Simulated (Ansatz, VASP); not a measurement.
## Na: VASP beside Ansatz

```
Na
1.0
    -2.07515    2.07515    2.11750
     2.07515   -2.07515    2.11750
     2.07515    2.07515   -2.11750
Na
1
Cartesian
  0.0000 0.0000 0.0000
```

Change from the starting cell: equal xx and yy strain of -2 %, PAW files.

Alike in both runs: task electric field gradients; functional PBEsol; k mesh 11 × 11 × 11; occupations fermi-dirac, width 0.03 eV; no spin polarisation.

|  | VASP | Ansatz |
| --- | --- | --- |
| version | VASP 6.6.1 | Ansatz 0.2.0 |
| potentials or method | VASP PAW PBE potentials, release 64 (Na_pv) | PAW with Ansatz's default frozen-core files, scalar-relativistic |
| plane-wave cutoff (eV) | 520 | 420 |
| valence electrons in the cell | 7 | 9 |

Ansatz gave:

```
pressure (GPa)                                                : -0.1
traceless stress, the component that is largest in VASP (GPa) : -0.07
size of Vzz on the site where it differs most (V/Å²)          : 0.0
```

Question: Which values does VASP return?

Answer: Pressure (GPa): 0.0; traceless stress, the component that is largest in VASP (GPa): -0.07; size of Vzz on the site where it differs most (V/Å²): 0.1.

VASP's potentials were made for PBE, not for PBEsol. VASP's potentials hold 7 valence electrons a cell and Ansatz's 9, so a difference there can come from the potentials and not from the codes.
